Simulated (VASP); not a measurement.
# Rh (P6_3/mmc) in VASP: a series of runs, part 2 of 2

VASP 6.6.1. The steps go on from the part before.

### Step 3. Single point, PBE, collinear spin, ferromagnetic start (15.79 Å³/atom)

This run uses another cell than the first one, of 15.79 Å³/atom.

The input, INCAR:

```
SYSTEM = Rh
  ALGO = Normal
  EDIFF = 1E-6
  ENCUT = 500
  GGA = PE
  GGA_COMPAT = .FALSE.
  ISIF = 2
  ISMEAR = 0
  ISPIN = 2
  LASPH = .TRUE.
  LCHARG = .FALSE.
  LMAXMIX = 4
  LORBIT = 11
  LREAL = .FALSE.
  LWAVE = .FALSE.
  MAGMOM = 0.875 0.875
  NBANDS = 26
  NELM = 200
  NUPDOWN = 1.75
  PREC = Accurate
  SIGMA = 0.15
```

The input, KPOINTS:

```
k-points
0
G
  21 21 12
  0 0 0
```

The input, POSCAR:

```
Rh
1.0
    2.8297519717      0.0000000000      0.0000000000
   -1.4148759859      2.4506370939      0.0000000000
    0.0000000000      0.0000000000      4.5539132325
Rh
2
Direct
    0.6666666667      0.3333333333      0.7500000000
    0.3333333333      0.6666666667      0.2500000000
```

Potentials or basis: VASP PAW PBE potentials, release 64 (Rh_pv).

The run is started by

```
cat potpaw_PBE.64/Rh_pv/POTCAR > POTCAR
mpirun -np 1 vasp_std > vasp.out
```

OUTCAR:

```text
SYSTEM = Rh
   EDIFF = 1E-6
   ENCUT = 500
   GGA = PE
   ISIF = 2
   ISMEAR = 0
   ISPIN = 2
   LASPH = .TRUE.
   LORBIT = 11
   LREAL = .FALSE.
   NELM = 200
   NUPDOWN = 1.75
   PREC = Accurate

 ion  position               nearest neighbor table
   1  0.667  0.333  0.750-   2 2.80   2 2.80   2 2.80   2 2.80   2 2.80   2 2.80
   2  0.333  0.667  0.250-   1 2.80   1 2.80   1 2.80   1 2.80   1 2.80   1 2.80

  LATTYP: Found a hexagonal cell.
 ALAT       =     2.8297519717
 C/A-ratio  =     1.6092976621

  Lattice vectors:

 A1 = (   2.8297519717,   0.0000000000,   0.0000000000)
 A2 = (  -1.4148759859,   2.4506370939,   0.0000000000)
[... 1612 lines left out ...]
 -----------------------------------------------------------------------------
  energy-cutoff  :      500.00
  volume of cell :       31.58
      direct lattice vectors                 reciprocal lattice vectors
     2.829751972  0.000000000  0.000000000     0.353387862  0.204028577  0.000000000
    -1.414875986  2.450637094  0.000000000     0.000000000  0.408057155  0.000000000
     0.000000000  0.000000000  4.553913233     0.000000000  0.000000000  0.219591360

 POSITION                                       TOTAL-FORCE (eV/Angst)
 -----------------------------------------------------------------------------------
      1.41488      0.81688      3.41543         0.000000     -0.000000      0.000000
     -0.00000      1.63376      1.13848        -0.000000      0.000000      0.000000
 -----------------------------------------------------------------------------------
    total drift:                               -0.000000      0.000000     -0.000000

  FREE ENERGIE OF THE ION-ELECTRON SYSTEM (eV)
  ---------------------------------------------------
  free  energy   TOTEN  =       -14.1346228333 eV

  energy  without entropy=      -14.0891490237  energy(sigma->0) =      -14.11188593

 total charge

# of ion       s       p       d       tot
------------------------------------------
    1        0.357   6.220   7.003  13.579
    2        0.357   6.220   7.003  13.579
--------------------------------------------------
tot          0.713  12.439  14.005  27.157

 magnetization (x)

# of ion       s       p       d       tot
------------------------------------------
    1       -0.002  -0.004   0.890   0.883
    2       -0.002  -0.004   0.890   0.883
--------------------------------------------------
tot         -0.005  -0.009   1.779   1.766
```

Run time: 9.2 min. Hardware: 1 thread of Oxide Virtual Turin-like, shared host; peak memory 0.4 GiB.

What came out:

* Free energy: -14.1346 eV
* Pressure: -18.0 GPa
* Net moment: 1.75 μB per cell
* Site moments: Rh +0.88 μB
* Valence electrons inside the program's atomic spheres: Rh 13.58

Caveat: the cell stands under tension; the total moment is fixed, so each spin has its own Fermi level and the state may be an excited one.

### Step 4. Single point, PBE, collinear spin, ferromagnetic start (12.41 Å³/atom)

This run uses another cell than the first one, of 12.41 Å³/atom.

The input, INCAR:

```
SYSTEM = Rh
PREC = Accurate
ENCUT = 500
EDIFF = 1E-6
ISMEAR = 0
SIGMA = 0.15
LREAL = .False.
LASPH = .True.
NELM = 200
ALGO = Normal
ISIF = 2
LWAVE = .False.
LCHARG = .False.
ISPIN = 2
MAGMOM = 0.875 0.875
LORBIT = 11
NUPDOWN = 1.75
LMAXMIX = 4
GGA = PE
NBANDS = 26
GGA_COMPAT = .False.
```

The input, KPOINTS:

```
regular mesh
0
Gamma
  21 21 12
  0 0 0
```

The input, POSCAR:

```
Rh
1.0
    2.6112187483      0.0000000000      0.0000000000
   -1.3056093742      2.2613817708      0.0000000000
    0.0000000000      0.0000000000      4.2022282270
Rh
2
Direct
    0.6666666667      0.3333333333      0.7500000000
    0.3333333333      0.6666666667      0.2500000000
```

Potentials or basis: VASP PAW PBE potentials, release 64 (Rh_pv).

The run is started by

```
cat potpaw_PBE.64/Rh_pv/POTCAR > POTCAR
mpirun -np 1 vasp_std > vasp.out
```

OUTCAR:

```text
SYSTEM = Rh
   PREC = Accurate
   ENCUT = 500
   EDIFF = 1E-6
   ISMEAR = 0
   LREAL = .False.
   LASPH = .True.
   NELM = 200
   ISIF = 2
   ISPIN = 2
   LORBIT = 11
   NUPDOWN = 1.75
   GGA = PE

 ion  position               nearest neighbor table
   1  0.667  0.333  0.750-   2 2.59   2 2.59   2 2.59   2 2.59   2 2.59   2 2.59
   2  0.333  0.667  0.250-   1 2.59   1 2.59   1 2.59   1 2.59   1 2.59   1 2.59

  LATTYP: Found a hexagonal cell.
 ALAT       =     2.6112187483
 C/A-ratio  =     1.6092976621

  Lattice vectors:

 A1 = (   2.6112187483,   0.0000000000,   0.0000000000)
 A2 = (  -1.3056093742,   2.2613817708,   0.0000000000)
[... 1612 lines left out ...]
 -----------------------------------------------------------------------------
  energy-cutoff  :      500.00
  volume of cell :       24.81
      direct lattice vectors                 reciprocal lattice vectors
     2.611218748  0.000000000  0.000000000     0.382962937  0.221103755  0.000000000
    -1.305609374  2.261381771  0.000000000     0.000000000  0.442207509  0.000000000
     0.000000000  0.000000000  4.202228227     0.000000000  0.000000000  0.237968988

 POSITION                                       TOTAL-FORCE (eV/Angst)
 -----------------------------------------------------------------------------------
      1.30561      0.75379      3.15167         0.000000     -0.000000      0.000000
     -0.00000      1.50759      1.05056        -0.000000      0.000000      0.000000
 -----------------------------------------------------------------------------------
    total drift:                                0.000000     -0.000000      0.000000

  FREE ENERGIE OF THE ION-ELECTRON SYSTEM (eV)
  ---------------------------------------------------
  free  energy   TOTEN  =       -13.7663688626 eV

  energy  without entropy=      -13.7344434004  energy(sigma->0) =      -13.75040613

 total charge

# of ion       s       p       d       tot
------------------------------------------
    1        0.457   6.372   7.180  14.009
    2        0.457   6.372   7.180  14.009
--------------------------------------------------
tot          0.914  12.743  14.360  28.018

 magnetization (x)

# of ion       s       p       d       tot
------------------------------------------
    1       -0.000   0.002   0.863   0.865
    2       -0.000   0.002   0.863   0.865
--------------------------------------------------
tot         -0.000   0.004   1.726   1.730
```

OSZICAR:

```text
N       E                     dE             d eps       ncg     rms          rms(c)
DAV:   1     0.332349274410E+03    0.33235E+03   -0.17356E+04 35168   0.131E+03
DAV:   2    -0.564973428999E+01   -0.33800E+03   -0.32315E+03 36020   0.423E+02
DAV:   3    -0.145322457410E+02   -0.88825E+01   -0.88169E+01 39390   0.759E+01
DAV:   4    -0.145850628024E+02   -0.52817E-01   -0.52792E-01 40498   0.586E+00
DAV:   5    -0.145856832081E+02   -0.62041E-03   -0.61992E-03 42374   0.655E-01    0.207E+01
DAV:   6    -0.138181027930E+02    0.76758E+00   -0.12515E+00 38338   0.118E+01    0.879E+00
DAV:   7    -0.137697277746E+02    0.48375E-01   -0.13738E-01 43420   0.290E+00    0.379E+00
DAV:   8    -0.137679608848E+02    0.17669E-02   -0.69231E-03 39938   0.714E-01    0.165E+00
DAV:   9    -0.137663491434E+02    0.16117E-02   -0.42124E-03 41524   0.672E-01    0.190E-01
DAV:  10    -0.137663788561E+02   -0.29713E-04   -0.16871E-04 40966   0.121E-01    0.370E-02
DAV:  11    -0.137663711292E+02    0.77268E-05   -0.48413E-06 43204   0.223E-02    0.884E-03
DAV:  12    -0.137663692420E+02    0.18872E-05   -0.70490E-07 29250   0.719E-03    0.406E-03
DAV:  13    -0.137663688626E+02    0.37936E-06   -0.13317E-07 23112   0.358E-03
   1 F= -.13766369E+02 E0= -.13750406E+02  d E =-.319255E-01  mag=     1.7500
```

stdout:

```text
POSCAR found type information on POSCAR Rh
 POSCAR found :  1 types and       2 ions
 scaLAPACK will be used
 LDA part: xc-table for (Slater+PW92), standard interpolation
 POSCAR, INCAR and KPOINTS ok, starting setup
 FFT: planning ... GRIDC
 FFT: planning ... GRID_SOFT
 FFT: planning ... GRID
 WAVECAR not read
 entering main loop
```

It took 4.5 min on 1 thread of Oxide Virtual Turin-like, shared host; peak memory 0.32 GiB.

Results:

| Property | Result |
| --- | --- |
| Free energy | -13.7664 eV |
| Pressure | 51.6 GPa |
| Net moment | 1.75 μB per cell |
| Site moments | Rh +0.86 μB |
| Valence electrons inside the program's atomic spheres | Rh 14.01 |

Caveat: the cell stands under pressure; the total moment is fixed, so each spin has its own Fermi level and the state may be an excited one.

### Step 5. Overview

| fixed moment (μB) | cell | pressure (GPa) | moment (μB) |
| --- | --- | --- | --- |
| 2.0 | a = 2.725, b = 2.725, c = 4.385 Å, angles 90.0, 90.0, 120.0°, 2 atoms | 6.1 | 2.00 |
| 1.75 | a = 2.830, b = 2.830, c = 4.554 Å, angles 90.0, 90.0, 120.0°, 2 atoms | -18.0 | 1.75 |
| 1.75 | a = 2.611, b = 2.611, c = 4.202 Å, angles 90.0, 90.0, 120.0°, 2 atoms | 51.6 | 1.75 |

Alike in all rows: task single point; level PBE; potentials or basis VASP PAW PBE potentials, release 64 (Rh_pv); spin collinear, ferromagnetic start; k mesh 21 × 21 × 12; cutoff (eV) 500; smearing gaussian 0.15 eV.

Caveats: the total moment is fixed, so each spin has its own Fermi level and the state may be an excited one; the cell stands under pressure (at least some runs); the cell stands under tension (at least some runs).

Total energies depend on the potentials used, so only differences within one code and one set of settings carry meaning.
